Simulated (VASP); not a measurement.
# HgTe (Coloradoite) (F-43m) in VASP: further runs

Aim: see how the results for HgTe (Coloradoite) move with the level of theory and the settings. Levels: LDA, PBEsol, PBEsol+D4. Tasks: single point.

Program: VASP 6.6.1. These are calculated values, not measurements. Logs are shortened: lines on timing, memory, paths and dates and some standing lists are left out, and cuts for length are marked.

## (1) The cell of the first run

Symmetry: F-43m, No. 216, cubic system. The conventional cell has a = 6.436 Å, b = 6.436 Å, c = 6.436 Å, α = 90.00°, β = 90.00°, γ = 90.00°. Within 3.7 Å of Hg (site symmetry -43m) lie 4 Te at 2.79 Å. Within 3.7 Å of Te (site symmetry -43m) lie 4 Hg at 2.79 Å.

## (2) Single point, LDA

The input, INCAR:

```
SYSTEM = HgTe
PREC     = Accurate       ! precision mode
ENCUT    = 520            ! plane-wave cutoff, eV
EDIFF    = 1E-6           ! SCF threshold, eV
ISMEAR   = -1             ! smearing method
SIGMA    = 0.05           ! smearing width, eV
LREAL    = .FALSE.        ! projectors in reciprocal space
LASPH    = .TRUE.         ! aspherical terms in the spheres
NELM     = 100            ! most SCF steps
ALGO     = Normal         ! electronic algorithm
ISIF     = 2              ! what is computed and relaxed
LWAVE    = .FALSE.        ! write WAVECAR
LCHARG   = .TRUE.         ! write CHGCAR
GGA      = CA             ! functional
LELF     = .TRUE.         ! ELF
LVHAR    = .TRUE.       
NBANDS   = 16             ! bands
```

The input, KPOINTS:

```
Automatic mesh
0
G
  7 7 7
  0 0 0
```

The input, POSCAR:

```
HgTe
1.0
    0.0000000000      3.2181012379      3.2181012379
    3.2181012379      0.0000000000      3.2181012379
    3.2181012379      3.2181012379      0.0000000000
Hg Te
1 1
Direct
    0.0000000000      0.0000000000      0.0000000000
    0.7500000000      0.7500000000      0.7500000000
```

Potentials or basis: VASP PAW LDA potentials, release 64 (Hg, Te).

Launch:

```
$ cat potpaw_LDA.64/Hg/POTCAR potpaw_LDA.64/Te/POTCAR > POTCAR
$ mpirun -np 1 vasp_std > vasp.out
```

OUTCAR:

```text
SYSTEM = HgTe
   PREC = Accurate
   ENCUT = 520
   EDIFF = 1E-6
   ISMEAR = -1
   LREAL = .FALSE.
   LASPH = .TRUE.
   NELM = 100
   ISIF = 2
   GGA = CA

 ion  position               nearest neighbor table
   1  0.000  0.000  0.000-   2 2.79   2 2.79   2 2.79   2 2.79
   2  0.750  0.750  0.750-   1 2.79   1 2.79   1 2.79   1 2.79

  LATTYP: Found a face centered cubic cell.
 ALAT       =     6.4362024758

  Lattice vectors:

 A1 = (   0.0000000000,   3.2181012379,   3.2181012379)
 A2 = (   3.2181012379,   0.0000000000,   3.2181012379)
 A3 = (   3.2181012379,   3.2181012379,   0.0000000000)

Analysis of symmetry for initial positions (statically):
=====================================================================
 Subroutine PRICEL returns:
 Original cell was already a primitive cell.

 Routine SETGRP: Setting up the symmetry group for a
 face centered cubic supercell.

 Subroutine GETGRP returns: Found 24 space group operations
 (whereof 24 operations were pure point group operations)
 out of a pool of 48 trial point group operations.

The static configuration has the point symmetry T_d .

Analysis of symmetry for dynamics (positions and initial velocities):
=====================================================================
 Subroutine PRICEL returns:
 Original cell was already a primitive cell.

 Routine SETGRP: Setting up the symmetry group for a
 face centered cubic supercell.

 Subroutine GETGRP returns: Found 24 space group operations
 (whereof 24 operations were pure point group operations)
 out of a pool of 48 trial point group operations.

The dynamic configuration has the point symmetry T_d .

 Subroutine INISYM returns: Found 24 space group operations
 (whereof 24 operations are pure point group operations),
 and found     1 'primitive' translations

----------------------------------------------------------------------------------------

                                     Primitive cell

  volume of cell :      66.6544

  direct lattice vectors                    reciprocal lattice vectors
     0.000000000  3.218101238  3.218101238    -0.155371122  0.155371122  0.155371122
     3.218101238  0.000000000  3.218101238     0.155371122 -0.155371122  0.155371122
     3.218101238  3.218101238  0.000000000     0.155371122  0.155371122 -0.155371122
[... 74 lines left out ...]
   LNONCOLLINEAR =      F non collinear calculations
   LSORBIT =      F    spin-orbit coupling
   LASPH  =      T    aspherical Exc in radial PAW
   ENCUT  =  520.0 eV  38.22 Ry    6.18 a.u.   8.46  8.46  8.46*2*pi/ulx,y,z
   NELM   =    100;   NELMIN=  2; NELMDL= -5     # of ELM steps
   EDIFF  = 0.1E-05   stopping-criterion for ELM
   LREAL  =      F    real-space projection
   EDIFFG = 0.1E-04   stopping-criterion for IOM
   NSW    =      0    number of steps for IOM
   IBRION =     -1    ionic relax: 0-MD 1-quasi-New 2-CG
   NFREE  =      0    steps in history (QN), initial steepest desc. (CG)
   ISIF   =      2    stress and relaxation
   ISYM   =      2    0-nonsym 1-usesym 2-fastsym
   POTIM  = 0.5000    time-step for ionic-motion
   TEBEG  =    0.0;   TEEND  =   0.0 temperature during run
   PSTRESS=    0.0 pullay stress
   NELECT =      18.0000    total number of electrons
   NUPDOWN=      -1.0000    fix difference up-down
   EMIN   =  10.00;   EMAX   =-10.00  energy-range for DOS
   EFERMI =   0.00;   METHOD = LEGACY
   ISMEAR =    -1;   SIGMA  =   0.05  broadening in eV -4-tet -1-fermi 0-gaus
   EFERMI_NEDOS =   21; number of points for ismear=-14 and -15
   IALGO  =     38    algorithm
   IMIX   =      4    mixing-type and parameters
     AMIX     =   0.40;   BMIX     =  1.00
     AMIX_MAG =   1.60;   BMIX_MAG =  1.00
  volume/ion in A,a.u.               =      33.33       224.90
  Fermi-wavevector in a.u.,A,eV,Ry     =   1.058171  1.999654 15.234803  1.119726
  Thomas-Fermi vector in A             =   2.193471
   LORBIT       =      0    0 simple, 1 ext, 2 COOP (PROOUT), +10 PAW based schemes
   GGA     = CA    functional components
   LHFCALC =     F    Hartree Fock is set to
   AEXX    =    0.0000 exact exchange contribution
   IVDW    =     0    specifies the selected vdW correction
   LEPSILON=     F    determine dielectric tensor
   LRPA    =     F    only Hartree local field effects (RPA)
 non-spin polarized calculation
  energy-cutoff  :      520.00
  volume of cell :       66.65
 maximum number of plane-waves:      1814
 NGX is ok and might be reduce to    36
   NGX = 17   NGY = 17   NGZ = 17

 number of electron      18.0000000 magnetization

 Free energy of the ion-electron system (eV)
  ---------------------------------------------------
  ext. energy  EPLUGINS =         0.00000000
  ---------------------------------------------------
  free energy    TOTEN  =        -5.03267135 eV

  energy without entropy =       -5.03198569  energy(sigma->0) =       -5.03232852

 E-fermi :   3.0852     XC(G=0):  -9.1559

 val. band max:        3.0448131105   @ k =   0.0000   0.0000   0.0000
 cond. band min:       3.6642750331   @ k =   0.4286   0.0000   0.0000
 fundamental gap:      0.6194619225
 Fermi energy:         3.0852096496

 k-point     1 :       0.0000    0.0000    0.0000
  band No.  band energies     occupation
      1      -9.0899      2.00000
      2      -4.4089      2.00000
      3      -4.4089      2.00000
      4      -4.4089      2.00000
      5      -3.8605      2.00000
      6      -3.8605      2.00000
[... 357 lines left out ...]
      3      -4.1398      2.00000
      4      -3.9333      2.00000
      5      -3.8755      2.00000
      6      -3.2938      2.00000
[... 8 lines left out ...]
     15      13.0354      0.00000
     16      14.7613      0.00000

------------------------ aborting loop because EDIFF is reached ----------------------------------------

  FORCE on cell =-STRESS in cart. coord.  units (eV):
  Direction    XX          YY          ZZ          XY          YZ          ZX
  --------------------------------------------------------------------------------------
  -------------------------------------------------------------------------------------
  Total        0.1099160      0.1099160      0.1099160     -0.0000000      0.0000000      0.0000000
  in kB        2.6420587      2.6420587      2.6420587     -0.0000000      0.0000000      0.0000000
  external PRESSURE =       2.6420587 kB  Pullay stress =       0.0000000 kB

 VOLUME and BASIS-vectors are now :
 -----------------------------------------------------------------------------
  energy-cutoff  :      520.00
  volume of cell :       66.65
      direct lattice vectors                 reciprocal lattice vectors
     0.000000000  3.218101238  3.218101238    -0.155371122  0.155371122  0.155371122
     3.218101238  0.000000000  3.218101238     0.155371122 -0.155371122  0.155371122
     3.218101238  3.218101238  0.000000000     0.155371122  0.155371122 -0.155371122

 POSITION                                       TOTAL-FORCE (eV/Angst)
 -----------------------------------------------------------------------------------
      0.00000      0.00000      0.00000        -0.000000     -0.000000     -0.000000
      4.82715      4.82715      4.82715         0.000000      0.000000      0.000000
 -----------------------------------------------------------------------------------
    total drift:                               -0.000000     -0.000000      0.000000

  FREE ENERGIE OF THE ION-ELECTRON SYSTEM (eV)
  ---------------------------------------------------
  free  energy   TOTEN  =        -5.0326713467 eV

  energy  without entropy=       -5.0319856903  energy(sigma->0) =       -5.03232852
```

It took 9.9 s on 1 thread of Intel Xeon Platinum 8559C (Emerald Rapids), shared host; peak memory 0.17 GiB.

Results:

```
Free energy            : -5.0327 eV
Pressure               : 0.3 GPa
Band gap on the k mesh : zero (filled and empty bands touch)
```

Caveat: spin-orbit coupling is left out, which moves the levels of the heavy elements.

## (3) Single point, PBEsol

This run uses another cell than the first one, of 33.22 Å³/atom, 0.997 times its volume.

The input, INCAR:

```
  ALGO = Normal
  EDIFF = 1E-6
  ENCUT = 520
  GGA = PS
  ISIF = 2
  ISMEAR = -1
  LASPH = T
  LCHARG = F
  LREAL = F
  LWAVE = F
  NBANDS = 16
  NELM = 80
  PREC = Accurate
  SIGMA = 0.05
```

The input, KPOINTS:

```
k-points
0
Gamma
  7 7 7
```

The input, POSCAR:

```
HgTe
1.0
    0.0000000000      3.2145000000      3.2145000000
    3.2145000000      0.0000000000      3.2145000000
    3.2145000000      3.2145000000      0.0000000000
Hg Te
1 1
Direct
    0.0000000000      0.0000000000      0.0000000000
    0.7500000000      0.7500000000      0.7500000000
```

Potentials or basis: VASP PAW PBE potentials, release 64 (Hg, Te).

Launch:

```
$ cat potpaw_PBE.64/Hg/POTCAR potpaw_PBE.64/Te/POTCAR > POTCAR
$ mpirun -np 1 vasp_std > vasp.out
```

OUTCAR:

```text
EDIFF = 1E-6
   ENCUT = 520
   GGA = PS
   ISIF = 2
   ISMEAR = -1
   LASPH = T
   LREAL = F
   NELM = 80
   PREC = Accurate

 ion  position               nearest neighbor table
   1  0.000  0.000  0.000-   2 2.78   2 2.78   2 2.78   2 2.78
   2  0.750  0.750  0.750-   1 2.78   1 2.78   1 2.78   1 2.78

  LATTYP: Found a face centered cubic cell.
 ALAT       =     6.4290000000

  Lattice vectors:

 A1 = (   0.0000000000,   3.2145000000,   3.2145000000)
 A2 = (   3.2145000000,   0.0000000000,   3.2145000000)
 A3 = (   3.2145000000,   3.2145000000,   0.0000000000)

Analysis of symmetry for initial positions (statically):
=====================================================================
 Subroutine PRICEL returns:
 Original cell was already a primitive cell.

 Routine SETGRP: Setting up the symmetry group for a
 face centered cubic supercell.

 Subroutine GETGRP returns: Found 24 space group operations
 (whereof 24 operations were pure point group operations)
 out of a pool of 48 trial point group operations.
[... 154 lines left out ...]
  free energy    TOTEN  =        -4.35598587 eV

  energy without entropy =       -4.35530423  energy(sigma->0) =       -4.35564505

 E-fermi :   3.1700     XC(G=0):  -9.0111

 val. band max:        3.1298206827   @ k =   0.0000   0.0000   0.0000
 cond. band min:       3.7855125542   @ k =   0.4286   0.0000   0.0000
 fundamental gap:      0.6556918715
 Fermi energy:         3.1700136650

 k-point     1 :       0.0000    0.0000    0.0000
  band No.  band energies     occupation
      1      -9.0139      2.00000
      2      -4.3165      2.00000
      3      -4.3165      2.00000
      4      -4.3165      2.00000
      5      -3.7609      2.00000
      6      -3.7609      2.00000
[... 357 lines left out ...]
      3      -4.0430      2.00000
      4      -3.8341      2.00000
      5      -3.7763      2.00000
      6      -3.1890      2.00000
[... 8 lines left out ...]
     15      13.1796      0.00000
     16      14.9471      0.00000

------------------------ aborting loop because EDIFF is reached ----------------------------------------

  FORCE on cell =-STRESS in cart. coord.  units (eV):
  Direction    XX          YY          ZZ          XY          YZ          ZX
  --------------------------------------------------------------------------------------
  -------------------------------------------------------------------------------------
  Total        0.7835047      0.7835047      0.7835047      0.0000000      0.0000000     -0.0000000
  in kB       18.8965237     18.8965237     18.8965237      0.0000000      0.0000000     -0.0000000
  external PRESSURE =      18.8965237 kB  Pullay stress =       0.0000000 kB

 VOLUME and BASIS-vectors are now :
 -----------------------------------------------------------------------------
  energy-cutoff  :      520.00
  volume of cell :       66.43
      direct lattice vectors                 reciprocal lattice vectors
     0.000000000  3.214500000  3.214500000    -0.155545186  0.155545186  0.155545186
     3.214500000  0.000000000  3.214500000     0.155545186 -0.155545186  0.155545186
     3.214500000  3.214500000  0.000000000     0.155545186  0.155545186 -0.155545186

 POSITION                                       TOTAL-FORCE (eV/Angst)
 -----------------------------------------------------------------------------------
      0.00000      0.00000      0.00000         0.000000     -0.000000     -0.000000
      4.82175      4.82175      4.82175        -0.000000      0.000000      0.000000
 -----------------------------------------------------------------------------------
    total drift:                                0.000000      0.000000      0.000000

  FREE ENERGIE OF THE ION-ELECTRON SYSTEM (eV)
  ---------------------------------------------------
  free  energy   TOTEN  =        -4.3559858740 eV

  energy  without entropy=       -4.3553042327  energy(sigma->0) =       -4.35564505
```

stdout:

```text
POSCAR found type information on POSCAR HgTe
 POSCAR found :  2 types and       2 ions
 scaLAPACK will be used
 -----------------------------------------------------------------------------
|                                                                             |
|                                                                             |
|     You enforced a specific xc type in the INCAR file but a different       |
|     I HOPE YOU KNOW WHAT YOU ARE DOING!                                     |
|                                                                             |
 -----------------------------------------------------------------------------

 LDA part: xc-table for (Slater+PW92), standard interpolation
 POSCAR, INCAR and KPOINTS ok, starting setup
 FFT: planning ... GRIDC
 FFT: planning ... GRID_SOFT
 FFT: planning ... GRID
 WAVECAR not read
 entering main loop
```

Run time: 13 s. Hardware: 1 thread of Intel Xeon Platinum 8559C (Emerald Rapids), shared host; peak memory 0.2 GiB.

Results:

```yaml
Free_energy: -4.3560 eV
Pressure: 1.9 GPa
Band_gap_on_the_k_mesh: zero (filled and empty bands touch)
```

Caveat: the PAW data sets were made with another functional, which shifts forces and pressure a little; spin-orbit coupling is left out, which moves the levels of the heavy elements.

(Part 1 of 2 ends here.)
